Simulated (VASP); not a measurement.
Runs of VASP 6.6.1 on ZrN. The structure is that of space group Fm-3m (No. 225), or close to it. The cells are those of the table. 

```csv
task,level,spin,U,cell,k mesh,smearing,gap on the mesh (eV),pressure (GPa)
single point,PBE,collinear,-,"a = 3.248 Å, angles 60.0°, 2 atoms",6 × 6 × 6,gaussian 0.1 eV,none,0.1
single point,PBE,off,-,"a = 3.250 Å, angles 60.0°, 2 atoms",20 × 20 × 20,fermi-dirac 0.15 eV,none,0.1
single point,PBE,off,-,"a = 3.249 Å, angles 60.0°, 2 atoms",20 × 20 × 20,gaussian 0.1 eV,none,0.1
single point,PBEsol+U,off,Zr d U = 2.0 eV,"a = 3.249 Å, angles 60.0°, 2 atoms",20 × 20 × 20,gaussian 0.1 eV,none,(a)
single point,PBE,off,-,"a = 3.113 Å, angles 60.0°, 2 atoms",20 × 20 × 20,gaussian 0.1 eV,none,42.2
relaxation of cell and atoms,PBE,off,-,"relaxed from a = 3.248 Å, angles 60.0°, 2 atoms",20 × 20 × 20,gaussian 0.1 eV,none,0.0
single point,PBEsol,off,-,"a = 3.249 Å, angles 60.0°, 2 atoms",20 × 20 × 20,gaussian 0.1 eV,none,-6.8
```

Alike in all rows: potentials or basis VASP PAW PBE potentials, release 64 (Zr_sv, N); cutoff (eV) 600.

Estimate the missing entries.

(a) -0.9.

Caveats: some runs use coarse meshes; the PAW data sets were made with another functional, which shifts forces and pressure a little (at least some runs); U without spin polarisation on a metal has little footing (at least some runs); the cell stands under pressure (at least some runs); the cell stands under tension (at least some runs).

A k mesh can miss the band edges, and the runs leave out spin-orbit coupling on Zr.

A gap of «none» marks levels without a gap at the run's occupations.
